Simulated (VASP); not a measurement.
# NbC62 (a cell with a defect) in VASP: relaxation of the atoms with PBEsol

Aim: the relaxation of the atoms of NbC62 (a cell with a defect) with PBEsol.

Program: VASP 6.6.1. These are calculated values, not measurements. Logs are shortened: lines on timing, memory, paths and dates and some standing lists are left out, and cuts for length are marked.

## (1) The cell of the first run

The cell holds a defect, 63 atoms: a = 7.108 Å, b = 7.108 Å, c = 7.108 Å, α = 90.00°, β = 90.00°, γ = 90.00°.

## (2) Relaxation of the atoms, PBEsol

File INCAR:

```
ALGO = Normal
EDIFF = 1E-7
EDIFFG = -0.03
ENCUT = 520
GGA = PS
IBRION = 2
ISIF = 2
ISMEAR = -1
ISYM = 0
LASPH = True
LCHARG = False
LREAL = Auto
LWAVE = False
NELECT = 260.0
NELM = 100
NSW = 100
PREC = Accurate
SIGMA = 0.05
```

File KPOINTS:

```
Automatic mesh
0
Gamma
  1 1 1
  0.25 0.25 0.25
```

File POSCAR:

```
NbC62
1.0
    7.1076060000      0.0000000000      0.0000000000
    0.0000000000      7.1076060000      0.0000000000
    0.0000000000      0.0000000000      7.1076060000
C Nb
62 1
Direct
    0.9960030000      0.0005840000      0.5014960000
    0.9997610000      0.4979950000      0.0004120000
    0.9973840000      0.5015870000      0.5020520000
    0.5031860000      0.0028200000      0.0013400000
    0.5005340000      0.9995990000      0.4965690000
    0.5017070000      0.5020760000      0.9979990000
    0.1257080000      0.1256320000      0.1265220000
    0.1264520000      0.1288760000      0.6271010000
    0.1289950000      0.6226250000      0.1257520000
    0.1290560000      0.6224840000      0.6244810000
    0.6237930000      0.1232700000      0.1290430000
    0.6264330000      0.1245580000      0.6261360000
    0.6280420000      0.6238820000      0.1252880000
    0.6259620000      0.6294980000      0.6252220000
    0.2457360000      0.2546440000      0.0001700000
    0.2532490000      0.2503800000      0.5027260000
    0.2484210000      0.7487580000      0.9981620000
    0.2488790000      0.7492390000      0.5018590000
    0.7504380000      0.2528890000      0.0042170000
    0.7518460000      0.2518560000      0.5015950000
    0.7481680000      0.7509940000      0.9923870000
    0.7453800000      0.7551330000      0.4997300000
    0.3752650000      0.3763390000      0.1267650000
    0.3777890000      0.3781780000      0.6205550000
    0.3723190000      0.8772040000      0.1229450000
    0.3743970000      0.8765850000      0.6283260000
    0.8740180000      0.3762200000      0.1236930000
    0.8727530000      0.3698730000      0.6260120000
    0.8722660000      0.8787740000      0.1255890000
    0.8734510000      0.8753340000      0.6229120000
    0.2507780000      0.9992030000      0.2480540000
    0.2529250000      0.0046600000      0.7503430000
    0.2491470000      0.4994590000      0.2497400000
    0.2553430000      0.5067780000      0.7552650000
    0.7498900000      0.0022520000      0.2506710000
    0.7483500000      0.9945840000      0.7498710000
    0.7502810000      0.4987550000      0.2492780000
    0.7540480000      0.4965250000      0.7476740000
    0.3699940000      0.1240300000      0.3758300000
    0.3767500000      0.1264550000      0.8714990000
    0.3752110000      0.6266010000      0.3796120000
    0.3781450000      0.6263420000      0.8745610000
    0.8724490000      0.1274960000      0.3763670000
    0.8714840000      0.1239720000      0.8760470000
    0.8715550000      0.6223070000      0.3811070000
    0.8758680000      0.6272860000      0.8764720000
    0.0007030000      0.2527450000      0.2492110000
    0.9996770000      0.2458310000      0.7437330000
    0.9960450000      0.7528100000      0.2497660000
    0.9944840000      0.7464540000      0.7520980000
    0.4996000000      0.2482190000      0.2505170000
    0.5044050000      0.2477200000      0.7462120000
    0.4997620000      0.7515790000      0.2452330000
    0.5017750000      0.7533390000      0.7479270000
    0.1269170000      0.3696110000      0.3795390000
    0.1254350000      0.3731330000      0.8665340000
    0.1260360000      0.8750470000      0.3675990000
    0.1272140000      0.8741960000      0.8767480000
    0.6216850000      0.3753650000      0.3736850000
    0.6244900000      0.3830630000      0.8759140000
    0.6229480000      0.8823340000      0.3759390000
    0.6249050000      0.8786400000      0.8761900000
    0.4971470000      0.4996660000      0.5041330000
```

Potentials or basis: VASP PAW PBE potentials, release 64 (C, Nb_sv).

Started as:

```console
$ cat potpaw_PBE.64/C/POTCAR potpaw_PBE.64/Nb_sv/POTCAR > POTCAR
$ mpirun -np 1 vasp_std > vasp.out
```

OUTCAR:

```text
EDIFF = 1E-7
   EDIFFG = -0.03
   ENCUT = 520
   GGA = PS
   IBRION = 2
   ISIF = 2
   ISMEAR = -1
   ISYM = 0
   LASPH = True
   LREAL = Auto
   NELECT = 260.0
   NELM = 100
   NSW = 100
   PREC = Accurate

 ion  position               nearest neighbor table
   1  0.996  0.001  0.501-  30 1.52  43 1.54   8 1.58  57 1.60
   2  1.000  0.498  0.000-  27 1.52  46 1.55   9 1.56  56 1.58
   3  0.997  0.502  0.502-  45 1.51  10 1.54  28 1.56  55 1.58
   4  0.503  0.003  0.001-  11 1.51  62 1.52  25 1.55  40 1.56
   5  0.501  1.000  0.497-  61 1.48  39 1.54  12 1.56  26 1.56
   6  0.502  0.502  0.998-  60 1.49  42 1.52  13 1.54  23 1.56
   7  0.126  0.126  0.127-  31 1.53  47 1.54  15 1.54
   8  0.126  0.129  0.627-  48 1.48  16 1.53  32 1.53   1 1.58
   9  0.129  0.623  0.126-  33 1.51  17 1.53   2 1.56  49 1.59
  10  0.129  0.622  0.624-  18 1.52  34 1.53   3 1.54  50 1.59
  11  0.624  0.123  0.129-  35 1.51   4 1.51  51 1.52  19 1.56
  12  0.626  0.125  0.626-  52 1.50  36 1.54  20 1.55   5 1.56
  13  0.628  0.624  0.125-  37 1.52   6 1.54  53 1.54  21 1.56
  14  0.626  0.629  0.625-  22 1.52  54 1.52  63 1.56  38 1.57
  15  0.246  0.255  0.000-  56 1.53   7 1.54  23 1.55  40 1.59
  16  0.253  0.250  0.503-  55 1.51  39 1.52  24 1.52   8 1.53  63 2.48
  17  0.248  0.749  0.998-  58 1.51   9 1.53  42 1.54  25 1.55
[... 30 lines left out ...]
  48  1.000  0.246  0.744-   8 1.48  28 1.51  56 1.54  44 1.57
  49  0.996  0.753  0.250-  57 1.52  29 1.53  45 1.59   9 1.59
  50  0.994  0.746  0.752-  46 1.49  30 1.56  58 1.58  10 1.59
  51  0.500  0.248  0.251-  11 1.52  59 1.53  23 1.54  39 1.56  63 2.54
  52  0.504  0.248  0.746-  12 1.50  40 1.54  24 1.57  60 1.58  63 2.48
  53  0.500  0.752  0.245-  25 1.54  13 1.54  41 1.58  61 1.58
  54  0.502  0.753  0.748-  26 1.52  14 1.52  62 1.55  42 1.55  63 2.50
  55  0.127  0.370  0.380-  16 1.51  47 1.53  33 1.57   3 1.58
  56  0.125  0.373  0.867-  15 1.53  48 1.54  34 1.54   2 1.58
  57  0.126  0.875  0.368-  31 1.51  49 1.52  18 1.57   1 1.60
  58  0.127  0.874  0.877-  17 1.51  32 1.57  50 1.58
  59  0.622  0.375  0.374-  51 1.53  37 1.54  63 1.56  20 1.57
  60  0.624  0.383  0.876-   6 1.49  38 1.53  19 1.58  52 1.58
  61  0.623  0.882  0.376-   5 1.48  35 1.53  22 1.53  53 1.58
  62  0.625  0.879  0.876-  36 1.50  21 1.51   4 1.52  54 1.55
  63  0.497  0.500  0.504-  24 1.47  41 1.53  59 1.56  14 1.56  34 2.48  16 2.48  52 2.48  54 2.50
                            18 2.50  38 2.52  33 2.53  20 2.53  22 2.53  51 2.54  37 2.55

IMPORTANT INFORMATION: All symmetrisations will be switched off!
NOSYMM: (Re-)initialisation of all symmetry stuff for point group C_1.

----------------------------------------------------------------------------------------

                                     Primitive cell

  volume of cell :     359.0625

  direct lattice vectors                    reciprocal lattice vectors
     7.107606000  0.000000000  0.000000000     0.140694349  0.000000000  0.000000000
     0.000000000  7.107606000  0.000000000     0.000000000  0.140694349  0.000000000
     0.000000000  0.000000000  7.107606000     0.000000000  0.000000000  0.140694349

  length of vectors
     7.107606000  7.107606000  7.107606000     0.140694349  0.140694349  0.140694349

  position of ions in fractional coordinates (direct lattice)
     0.996003000  0.000584000  0.501496000
     0.999761000  0.497995000  0.000412000
     0.997384000  0.501587000  0.502052000
     0.503186000  0.002820000  0.001340000
     0.500534000  0.999599000  0.496569000
     0.501707000  0.502076000  0.997999000
[... 55 lines left out ...]
     0.624905000  0.878640000  0.876190000
     0.497147000  0.499666000  0.504133000

  ion indices of the primitive-cell ions
   primitive index   ion index
                 1           1
                 2           2
                 3           3
                 4           4
                 5           5
                 6           6
[... 55 lines left out ...]
                62          62
                63          63

----------------------------------------------------------------------------------------

 KPOINTS: Automatic mesh

Automatic generation of k-mesh.
 Grid dimensions read from file:
 generate k-points for:    1    1    1

 Generating k-lattice:

[... 22 lines left out ...]
   k-points           NKPTS =      4   k-points in BZ     NKDIM =      4   number of bands    NBANDS=    162
   number of dos      NEDOS =    301   number of ions     NIONS =     63
   total plane-waves  NPLWV = 157464
   dimension x,y,z NGX =    54 NGY =   54 NGZ =   54
   dimension x,y,z NGXF=   108 NGYF=  108 NGZF=  108
   ions per type =              62   1
   NGX,Y,Z   is equivalent  to a cutoff of  12.63, 12.63, 12.63 a.u.
   NGXF,Y,Z  is equivalent  to a cutoff of  25.26, 25.26, 25.26 a.u.
 SYSTEM =  unknown system
   PREC   = accura    normal or accurate (medium, high low for compatibility)
   ISTART =      0    job   : 0-new  1-cont  2-samecut
   ICHARG =      2    charge: 1-file 2-atom 10-const
   ISPIN  =      1    spin polarized calculation?
   LNONCOLLINEAR =      F non collinear calculations
   LSORBIT =      F    spin-orbit coupling
   LASPH  =      T    aspherical Exc in radial PAW
   ENCUT  =  520.0 eV  38.22 Ry    6.18 a.u.  13.22 13.22 13.22*2*pi/ulx,y,z
   NELM   =    100;   NELMIN=  2; NELMDL= -5     # of ELM steps
   EDIFF  = 0.1E-06   stopping-criterion for ELM
   LREAL  =      T    real-space projection
   EDIFFG = -.3E-01   stopping-criterion for IOM
   NSW    =    100    number of steps for IOM
   IBRION =      2    ionic relax: 0-MD 1-quasi-New 2-CG
   NFREE  =      1    steps in history (QN), initial steepest desc. (CG)
   ISIF   =      2    stress and relaxation
   ISYM   =      0    0-nonsym 1-usesym 2-fastsym
   POTIM  = 0.5000    time-step for ionic-motion
   TEBEG  =    0.0;   TEEND  =   0.0 temperature during run
   PSTRESS=    0.0 pullay stress
   NELECT =     260.0000    total number of electrons
   NUPDOWN=      -1.0000    fix difference up-down
   EMIN   =  10.00;   EMAX   =-10.00  energy-range for DOS
   EFERMI =   0.00;   METHOD = LEGACY
   ISMEAR =    -1;   SIGMA  =   0.05  broadening in eV -4-tet -1-fermi 0-gaus
   EFERMI_NEDOS =   21; number of points for ismear=-14 and -15
   IALGO  =     38    algorithm
   IMIX   =      4    mixing-type and parameters
     AMIX     =   0.40;   BMIX     =  1.00
     AMIX_MAG =   1.60;   BMIX_MAG =  1.00
  volume/ion in A,a.u.               =       5.70        38.46
  Fermi-wavevector in a.u.,A,eV,Ry     =   1.470086  2.778059 29.404251  2.161151
  Thomas-Fermi vector in A             =   2.585385
   LORBIT       =      0    0 simple, 1 ext, 2 COOP (PROOUT), +10 PAW based schemes
   GGA     = PS    functional components
   LHFCALC =     F    Hartree Fock is set to
   AEXX    =    0.0000 exact exchange contribution
   IVDW    =     0    specifies the selected vdW correction
   LEPSILON=     F    determine dielectric tensor
   LRPA    =     F    only Hartree local field effects (RPA)
 conjugate gradient relaxation of ions
 non-spin polarized calculation
  energy-cutoff  :      520.00
  volume of cell :      359.06
 maximum number of plane-waves:      9651
 NGX is ok and might be reduce to    54
   NGX = 27   NGY = 27   NGZ = 27

--------------------------------------- Ionic step        1  -------------------------------------------

 number of electron     260.0000005 magnetization

 Free energy of the ion-electron system (eV)
  ---------------------------------------------------
  ext. energy  EPLUGINS =         0.00000000
  ---------------------------------------------------
  free energy    TOTEN  =      -578.59673848 eV

  energy without entropy =     -578.56343267  energy(sigma->0) =     -578.58008557

------------------------ aborting loop because EDIFF is reached ----------------------------------------

  FORCE on cell =-STRESS in cart. coord.  units (eV):
  Direction    XX          YY          ZZ          XY          YZ          ZX
  --------------------------------------------------------------------------------------
  -------------------------------------------------------------------------------------
  Total       59.5133002     61.5757088     55.6418332      3.8563455     -3.5489355     -4.8526709
  in kB      265.5550598    274.7577594    248.2801370     17.2074486    -15.8357508    -21.6531651
  external PRESSURE =     262.8643187 kB  Pullay stress =       0.0000000 kB
[... 272 lines left out ...]
  FREE ENERGIE OF THE ION-ELECTRON SYSTEM (eV)
  ---------------------------------------------------
  free  energy   TOTEN  =      -572.2332522694 eV

  energy  without entropy=     -572.1171204998  energy(sigma->0) =     -572.17518638

[... ionic steps 4 to 15 ...]

--------------------------------------- Ionic step       16  -------------------------------------------

 number of electron     260.0000009 magnetization

------------------------ aborting loop because EDIFF is reached ----------------------------------------
[... 189 lines left out ...]
--------------------------------------- Ionic step       18  -------------------------------------------

 number of electron     260.0000009 magnetization

 Free energy of the ion-electron system (eV)
  ---------------------------------------------------
  ext. energy  EPLUGINS =         0.00000000
  ---------------------------------------------------
  free energy    TOTEN  =      -599.22209878 eV

  energy without entropy =     -599.19437365  energy(sigma->0) =     -599.20823621

 E-fermi :  11.4719     XC(G=0): -13.5060

 val. band max:       11.2952874718   @ k =   0.2500   0.2500   0.2500
 cond. band min:      11.6877098014   @ k =   0.2500   0.2500   0.2500
 fundamental gap:      0.3924223296
 Fermi energy:        11.4718569287

 k-point     1 :       0.2500    0.2500    0.2500
  band No.  band energies     occupation
      1     -44.2080      2.00000
      2     -20.8826      2.00000
      3     -20.8810      2.00000
      4     -20.8759      2.00000
      5     -11.1180      2.00000
      6     -10.1116      2.00000
[... 569 lines left out ...]
    141      15.8678      0.00000
    142      15.8835      0.00000
 [bands above 142 left out]

------------------------ aborting loop because EDIFF is reached ----------------------------------------

  FORCE on cell =-STRESS in cart. coord.  units (eV):
  Direction    XX          YY          ZZ          XY          YZ          ZX
  --------------------------------------------------------------------------------------
  -------------------------------------------------------------------------------------
  Total       30.5430845     30.6657835     30.3575191      0.2308794      0.2753730      0.4091002
  in kB      136.2866888    136.8341856    135.4586750      1.0302101      1.2287456      1.8254511
  external PRESSURE =     136.1931831 kB  Pullay stress =       0.0000000 kB
[... 78 lines left out ...]
  FREE ENERGIE OF THE ION-ELECTRON SYSTEM (eV)
  ---------------------------------------------------
  free  energy   TOTEN  =      -599.2220987768 eV

  energy  without entropy=     -599.1943736463  energy(sigma->0) =     -599.20823621

 reached required accuracy - stopping structural energy minimisation
```

It took 1.5 h on 1 thread of AMD EPYC 7R13 (Zen 3), shared host; peak memory 0.49 GiB.

What came out:

```
Free energy                  : -599.2221 eV
Largest force after relaxing : 0.030 eV/Å
```

Forces on the atoms (eV/Å):
```
C    0.002  0.006  0.003
C    0.002 -0.003 -0.003
C    0.000  0.004  0.002
C   -0.005  0.002  0.002
C    0.003 -0.003 -0.001
C    0.003  0.004 -0.004
C   -0.008 -0.004  0.000
C    0.005 -0.003  0.000
C   -0.004  0.002 -0.003
C   -0.004  0.001  0.003
C    0.007 -0.005  0.001
C   -0.006  0.001 -0.003
C    0.001 -0.001  0.002
C   -0.019 -0.012 -0.016
C   -0.011 -0.013  0.002
C    0.008  0.009  0.011
C   -0.014  0.014 -0.005
C    0.002 -0.001 -0.004
C    0.012 -0.008 -0.002
C    0.009 -0.008 -0.001
C    0.011  0.008 -0.005
C    0.002 -0.002 -0.001
C    0.000 -0.002  0.002
C   -0.005  0.004  0.002
C    0.002  0.005  0.003
C    0.002 -0.002  0.003
C    0.003  0.002  0.003
C    0.002 -0.003  0.001
C    0.011  0.005  0.007
C   -0.009 -0.002 -0.003
C   -0.003 -0.001 -0.003
C   -0.009  0.006  0.005
C   -0.004 -0.002 -0.011
C   -0.005  0.006  0.016
C    0.010 -0.001 -0.009
C    0.006 -0.001  0.004
C    0.007 -0.003 -0.004
C    0.000  0.003 -0.002
C    0.002  0.005  0.000
C    0.006 -0.008  0.002
C    0.000  0.000  0.009
C   -0.003  0.006  0.004
C   -0.008  0.001  0.006
C    0.010 -0.005 -0.004
C    0.001  0.000 -0.002
C   -0.010  0.001 -0.003
C    0.001 -0.008 -0.007
C    0.003 -0.006  0.001
C    0.010  0.011 -0.006
C   -0.011  0.011  0.005
C    0.013  0.003 -0.001
C   -0.006 -0.002  0.011
C   -0.009  0.005 -0.003
C    0.012 -0.003  0.000
C    0.003 -0.005  0.000
C   -0.006  0.003  0.002
C    0.013 -0.001  0.002
C   -0.006  0.008  0.007
C    0.003  0.007 -0.005
C   -0.006 -0.004  0.002
C   -0.002  0.000  0.001
C    0.004  0.000 -0.001
Nb  -0.019 -0.019 -0.012
```

Final structure:
```
C Nb
1.0
     7.10761    0.00000    0.00000
     0.00000    7.10761    0.00000
     0.00000    0.00000    7.10761
C Nb
62 1
Direct
  0.99988 0.00072 0.49997
  0.99993 0.50068 0.00006
  0.99987 0.50058 0.49996
  0.49984 0.00073 0.00001
  0.49984 0.00064 0.49997
  0.49985 0.50057 0.00000
  0.13433 0.13521 0.13432
  0.12057 0.12143 0.62529
  0.12061 0.62598 0.12077
  0.12404 0.62477 0.62404
  0.62505 0.12147 0.12076
  0.62407 0.12474 0.62414
  0.62395 0.62477 0.12411
  0.65318 0.65391 0.65330
  0.24759 0.24844 0.00079
  0.24350 0.24427 0.50181
  0.24767 0.75285 0.99906
  0.24354 0.75694 0.49789
  0.75205 0.24845 0.99914
  0.75604 0.24440 0.49801
  0.75214 0.75299 0.00101
  0.75639 0.75717 0.50219
  0.37564 0.37649 0.12410
  0.34747 0.34805 0.65199
  0.37452 0.87989 0.12068
  0.37575 0.87655 0.62407
  0.87903 0.37537 0.12076
  0.87572 0.37659 0.62415
  0.86526 0.86619 0.13451
  0.87937 0.88012 0.62544
  0.24747 0.00153 0.24757
  0.24762 0.99978 0.75225
  0.24354 0.50259 0.24372
  0.24373 0.49859 0.75600
  0.75208 0.99980 0.24771
  0.75225 0.00166 0.75242
  0.75594 0.49863 0.24383
  0.75640 0.50281 0.75652
  0.37558 0.12467 0.37575
  0.37454 0.12150 0.87917
  0.34720 0.65305 0.34730
  0.37584 0.62470 0.87581
  0.87911 0.12145 0.37461
  0.86532 0.13532 0.86563
  0.87570 0.62477 0.37596
  0.87937 0.62610 0.87945
  0.00070 0.24838 0.24762
  0.99895 0.24840 0.75232
  0.99883 0.75293 0.24770
  0.00100 0.75299 0.75234
  0.50162 0.24431 0.24373
  0.49795 0.24442 0.75609
  0.49786 0.75689 0.24371
  0.50196 0.75714 0.75646
  0.12394 0.37645 0.37576
  0.12067 0.37537 0.87916
  0.12048 0.87994 0.37458
  0.13459 0.86612 0.86550
  0.65196 0.34803 0.34758
  0.62404 0.37660 0.87584
  0.62401 0.87654 0.37592
  0.62520 0.88010 0.87942
  0.50064 0.50184 0.50066
```

Levels at points of the mesh, in eV from the Fermi level:
```
           k point  band 127  band 128  band 129  band 130  band 131  band 132  band 133  band 134
(0.25, 0.25, 0.25)     -2.15     -2.14     -1.68     -0.18      0.22      0.22      0.32      0.32
```

Caveat: the cell carries a net charge on a neutralising background, which shifts energy and pressure; the cell is charged against a uniform background, so pressure and absolute levels hang on convention; the PAW data sets were made with another functional, which shifts forces and pressure a little.
